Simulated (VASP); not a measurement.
# Li (C2/m) in VASP: single point with PBEsol

Aim: the single point of Li with PBEsol.

All numbers are computed with VASP 6.6.1; they aren't measurements. Logs are shortened: lines on timing, memory, paths and dates and some standing lists are left out, and cuts for length are marked.

## 1. The cell of the first run

The structure is monoclinic, space group C2/m (No. 12). Conventional cell: a = 5.530 Å, b = 3.212 Å, c = 8.316 Å, α = 90.00°, β = 103.07°, γ = 90.00°. Li (site symmetry 2/m) has 12 Li at 3.20 to 3.28 Å within 4.2 Å. Within 4.2 Å of Li (site symmetry m) lie 12 Li at 3.20 to 3.28 Å.

## 2. Single point, PBEsol (Na replaced by Li, lengths x 0.863, strained)

The input, INCAR:

```
SYSTEM = Li
  ALGO = Normal
  EDIFF = 1E-6
  ENCUT = 520
  GGA = PS
  ISIF = 2
  ISMEAR = 0
  LASPH = .TRUE.
  LCHARG = .FALSE.
  LREAL = .FALSE.
  LWAVE = .FALSE.
  NBANDS = 12
  NELM = 60
  PREC = Accurate
  SIGMA = 0.1
```

The input, KPOINTS:

```
k-points
0
G
  6 6 2
  0 0 0
```

The input, POSCAR:

```
Li
1.0
    2.7649565875     -1.6058318804      0.0000000000
    2.7649565875      1.6058318804      0.0000000000
   -1.8808005507      0.0000000000      8.1001643417
Li
3
Direct
    0.0000000000      0.0000000000      0.0000000000
    0.2224150000      0.2224150000      0.6666760000
    0.7775850000      0.7775850000      0.3333240000
```

Potentials or basis: VASP PAW PBE potentials, release 64 (Li_sv).

Launch:

```sh
$ cat potpaw_PBE.64/Li_sv/POTCAR > POTCAR
$ mpirun -np 1 vasp_std > vasp.out
```

OUTCAR:

```text
SYSTEM = Li
   EDIFF = 1E-6
   ENCUT = 520
   GGA = PS
   ISIF = 2
   ISMEAR = 0
   LASPH = .TRUE.
   LREAL = .FALSE.
   NELM = 60
   PREC = Accurate

 ion  position               nearest neighbor table
   1  0.000  0.000  0.000-
   2  0.222  0.222  0.667-
   3  0.778  0.778  0.333-

  LATTYP: Found a base centered monoclinic cell.
 ALAT       =     5.5299131750
 B/A-ratio  =     0.5807801423
 C/A-ratio  =     1.5037582021
 COS(beta)  =    -0.2261759492

  Lattice vectors:

 A1 = (   2.7649565875,  -1.6058318804,   0.0000000000)
 A2 = (   2.7649565875,   1.6058318804,   0.0000000000)
 A3 = (  -1.8808005507,   0.0000000000,   8.1001643417)

Analysis of symmetry for initial positions (statically):
=====================================================================
 Subroutine PRICEL returns:
 Original cell was already a primitive cell.

 Routine SETGRP: Setting up the symmetry group for a
 base centered monoclinic supercell.

 Subroutine GETGRP returns: Found  4 space group operations
 (whereof  4 operations were pure point group operations)
 out of a pool of  4 trial point group operations.

The static configuration has the point symmetry C_2h.

Analysis of symmetry for dynamics (positions and initial velocities):
=====================================================================
 Subroutine PRICEL returns:
 Original cell was already a primitive cell.

 Routine SETGRP: Setting up the symmetry group for a
 base centered monoclinic supercell.

 Subroutine GETGRP returns: Found  4 space group operations
 (whereof  4 operations were pure point group operations)
 out of a pool of  4 trial point group operations.

The dynamic configuration has the point symmetry C_2h.

 Subroutine INISYM returns: Found  4 space group operations
 (whereof  4 operations are pure point group operations),
 and found     1 'primitive' translations

----------------------------------------------------------------------------------------

                                     Primitive cell

  volume of cell :      71.9304

  direct lattice vectors                    reciprocal lattice vectors
     2.764956587 -1.605831880  0.000000000     0.180834666 -0.311365097  0.041988523
     2.764956587  1.605831880  0.000000000     0.180834666  0.311365097  0.041988523
    -1.880800551  0.000000000  8.100164342     0.000000000  0.000000000  0.123454285

  length of vectors
     3.197449133  3.197449133  8.315652294     0.362508533  0.362508533  0.123454285

  position of ions in fractional coordinates (direct lattice)
     0.000000000  0.000000000  0.000000000
     0.222415000  0.222415000  0.666676000
     0.777585000  0.777585000  0.333324000

  ion indices of the primitive-cell ions
   primitive index   ion index
                 1           1
                 2           2
                 3           3

----------------------------------------------------------------------------------------

 KPOINTS: k-points

Automatic generation of k-mesh.
 Grid dimensions read from file:
 generate k-points for:    6    6    2

 Generating k-lattice:

  Cartesian coordinates                     Fractional coordinates (reciprocal lattice)
     0.030139111 -0.051894183  0.006998087     0.166666667  0.000000000  0.000000000
     0.030139111  0.051894183  0.006998087     0.000000000  0.166666667  0.000000000
     0.000000000  0.000000000  0.061727143     0.000000000  0.000000000  0.500000000

  Length of vectors
     0.060418089  0.060418089  0.061727143

  Shift w.r.t. Gamma in fractional coordinates (k-lattice)
     0.000000000  0.000000000  0.000000000

 Subroutine IBZKPT returns following result:
 ===========================================

 Found     26 irreducible k-points:

 Following reciprocal coordinates:
            Coordinates               Weight
  0.000000  0.000000  0.000000      1.000000
  0.166667  0.000000  0.000000      4.000000
  0.333333  0.000000  0.000000      4.000000
  0.500000  0.000000  0.000000      2.000000
  0.166667  0.166667  0.000000      2.000000
  0.333333  0.166667  0.000000      4.000000
[... 16 lines left out ...]
  0.333333  0.333333  0.500000      2.000000
  0.500000  0.333333  0.500000      4.000000
 [... further k-points ...]
   k-points           NKPTS =     26   k-points in BZ     NKDIM =     26   number of bands    NBANDS=     12
   number of dos      NEDOS =    301   number of ions     NIONS =      3
   total plane-waves  NPLWV =  36864
   dimension x,y,z NGX =    24 NGY =   24 NGZ =   64
   dimension x,y,z NGXF=    48 NGYF=   48 NGZF=  128
   ions per type =               3
   NGX,Y,Z   is equivalent  to a cutoff of  12.48, 12.48, 12.79 a.u.
   NGXF,Y,Z  is equivalent  to a cutoff of  24.96, 24.96, 25.59 a.u.
 SYSTEM =  Li
   PREC   = accura    normal or accurate (medium, high low for compatibility)
   ISTART =      0    job   : 0-new  1-cont  2-samecut
   ICHARG =      2    charge: 1-file 2-atom 10-const
   ISPIN  =      1    spin polarized calculation?
   LNONCOLLINEAR =      F non collinear calculations
   LSORBIT =      F    spin-orbit coupling
   LASPH  =      T    aspherical Exc in radial PAW
   ENCUT  =  520.0 eV  38.22 Ry    6.18 a.u.   5.95  5.95 15.46*2*pi/ulx,y,z
   NELM   =     60;   NELMIN=  2; NELMDL= -5     # of ELM steps
   EDIFF  = 0.1E-05   stopping-criterion for ELM
   LREAL  =      F    real-space projection
   EDIFFG = 0.1E-04   stopping-criterion for IOM
   NSW    =      0    number of steps for IOM
   IBRION =     -1    ionic relax: 0-MD 1-quasi-New 2-CG
   NFREE  =      0    steps in history (QN), initial steepest desc. (CG)
   ISIF   =      2    stress and relaxation
   ISYM   =      2    0-nonsym 1-usesym 2-fastsym
   POTIM  = 0.5000    time-step for ionic-motion
   TEBEG  =    0.0;   TEEND  =   0.0 temperature during run
   PSTRESS=    0.0 pullay stress
   NELECT =       9.0000    total number of electrons
   NUPDOWN=      -1.0000    fix difference up-down
   EMIN   =  10.00;   EMAX   =-10.00  energy-range for DOS
   EFERMI =   0.00;   METHOD = LEGACY
   ISMEAR =     0;   SIGMA  =   0.10  broadening in eV -4-tet -1-fermi 0-gaus
   EFERMI_NEDOS =   21; number of points for ismear=-14 and -15
   IALGO  =     38    algorithm
   IMIX   =      4    mixing-type and parameters
     AMIX     =   0.40;   BMIX     =  1.00
     AMIX_MAG =   1.60;   BMIX_MAG =  1.00
  volume/ion in A,a.u.               =      23.98       161.80
  Fermi-wavevector in a.u.,A,eV,Ry     =   0.818813  1.547333  9.122099  0.670455
  Thomas-Fermi vector in A             =   1.929507
   LORBIT       =      0    0 simple, 1 ext, 2 COOP (PROOUT), +10 PAW based schemes
   GGA     = PS    functional components
   LHFCALC =     F    Hartree Fock is set to
   AEXX    =    0.0000 exact exchange contribution
   IVDW    =     0    specifies the selected vdW correction
   LEPSILON=     F    determine dielectric tensor
   LRPA    =     F    only Hartree local field effects (RPA)
 non-spin polarized calculation
 Gauss-broadening in eV      SIGMA  =   0.10
  energy-cutoff  :      520.00
  volume of cell :       71.93
 maximum number of plane-waves:      1958
   NGX = 11   NGY = 11   NGZ = 31

 number of electron       8.9999997 magnetization

 Free energy of the ion-electron system (eV)
  ---------------------------------------------------
  ext. energy  EPLUGINS =         0.00000000
  ---------------------------------------------------
  free energy    TOTEN  =        -5.82885986 eV

  energy without entropy =       -5.82353798  energy(sigma->0) =       -5.82619892

 E-fermi :   0.1312     XC(G=0):  -6.6208

 val. band max:        0.1270174098   @ k =  -0.3333   0.1667   0.5000
 cond. band min:       0.2313808118   @ k =   0.5000   0.0000   0.0000
 fundamental gap:      0.1043634020
 Fermi energy:         0.1311728060

 k-point     1 :       0.0000    0.0000    0.0000
  band No.  band energies     occupation
      1     -46.0141      2.00000
      2     -46.0079      2.00000
      3     -46.0073      2.00000
      4      -3.1374      2.00000
      5      -1.3771      2.00000
      6      -1.3766      2.00000
      7       4.8569      0.00000
      8       4.8585      0.00000
      9      11.9035      0.00000
     10      11.9673      0.00000
     11      11.9846      0.00000
     12      12.0828      0.00000

 k-point     2 :       0.1667    0.0000    0.0000
  band No.  band energies     occupation
      1     -46.0117      2.00000
      2     -46.0066      2.00000
      3     -46.0056      2.00000
      4      -2.7101      2.00000
      5      -1.1289      2.00000
      6      -0.7352      2.00000
      7       4.7090      0.00000
      8       5.5658      0.00000
      9       8.7855      0.00000
     10       9.6287      0.00000
     11      10.3124      0.00000
     12      10.7219      0.00000

 k-point     3 :       0.3333    0.0000    0.0000
  band No.  band energies     occupation
      1     -46.0067      2.00000
      2     -46.0037      2.00000
      3     -46.0027      2.00000
      4      -1.4377      2.00000
      5      -0.0599      1.99310
      6       0.7309      0.00000
      7       4.0402      0.00000
      8       5.2452      0.00000
      9       6.5447      0.00000
     10       6.9503      0.00000
     11       8.0143      0.00000
     12       8.9628      0.00000
[... 286 lines left out ...]
 k-point    23 :       0.3333    0.3333    0.5000
  band No.  band energies     occupation
      1     -46.0063      2.00000
      2     -46.0042      2.00000
      3     -46.0022      2.00000
      4      -1.3160      2.00000
      5      -0.4981      2.00000
      6       1.4132      0.00000
      7       3.4977      0.00000
      8       5.4864      0.00000
      9       6.3899      0.00000
     10       6.7533      0.00000
     11       8.7534      0.00000
     12       8.7819      0.00000

 k-point    24 :       0.5000    0.3333    0.5000
  band No.  band energies     occupation
      1     -46.0038      2.00000
      2     -46.0024      2.00000
      3     -46.0013      2.00000
      4      -0.1207      1.99963
      5       0.8427      0.00000
      6       1.9660      0.00000
      7       3.3951      0.00000
      8       4.4045      0.00000
      9       4.9701      0.00000
     10       5.6361      0.00000
     11       6.6100      0.00000
     12       7.7050      0.00000

 [... further k-points ...]
[... 5 lines left out ...]
  --------------------------------------------------------------------------------------
  -------------------------------------------------------------------------------------
  Total       -0.4774269     -0.6549150     -1.2684658      0.0000000      0.0000000     -0.1411691
  in kB      -10.6342105    -14.5875824    -28.2538177      0.0000000      0.0000000     -3.1444025
  external PRESSURE =     -17.8252035 kB  Pullay stress =       0.0000000 kB

 VOLUME and BASIS-vectors are now :
 -----------------------------------------------------------------------------
  energy-cutoff  :      520.00
  volume of cell :       71.93
      direct lattice vectors                 reciprocal lattice vectors
     2.764956587 -1.605831880  0.000000000     0.180834666 -0.311365097  0.041988523
     2.764956587  1.605831880  0.000000000     0.180834666  0.311365097  0.041988523
    -1.880800551  0.000000000  8.100164342     0.000000000  0.000000000  0.123454285

 POSITION                                       TOTAL-FORCE (eV/Angst)
 -----------------------------------------------------------------------------------
      0.00000      0.00000      0.00000         0.000000      0.000000      0.000000
     -0.02395      0.00000      5.40019         0.005506      0.000000     -0.003427
      3.67306      0.00000      2.69998        -0.005506      0.000000      0.003427
 -----------------------------------------------------------------------------------
    total drift:                               -0.000000     -0.000000      0.000000

  FREE ENERGIE OF THE ION-ELECTRON SYSTEM (eV)
  ---------------------------------------------------
  free  energy   TOTEN  =        -5.8288598604 eV

  energy  without entropy=       -5.8235379803  energy(sigma->0) =       -5.82619892
```

Run time: 6 s. Hardware: 1 thread of Intel Xeon 6975P-C (Granite Rapids), shared host; peak memory 0.17 GiB.

Results:

```
Free energy   : -5.8289 eV
Largest force : 0.006 eV/Å
```

Forces in eV/Å, atoms in the order of the input:
```
Li   0.000  0.000  0.000
Li   0.006  0.000 -0.003
Li  -0.006  0.000  0.003
```

Caveat: the k points lie up to 0.39 Å⁻¹ apart; the cell differs from its parent crystal (Na replaced by Li, lengths x 0.863, strained); the cutoff is under 1.25 times the usual one of these potentials, so pressure, stress and relaxed cells hold a basis-set (Pulay) error; the PAW data sets were made with another functional, which shifts forces and pressure a little.
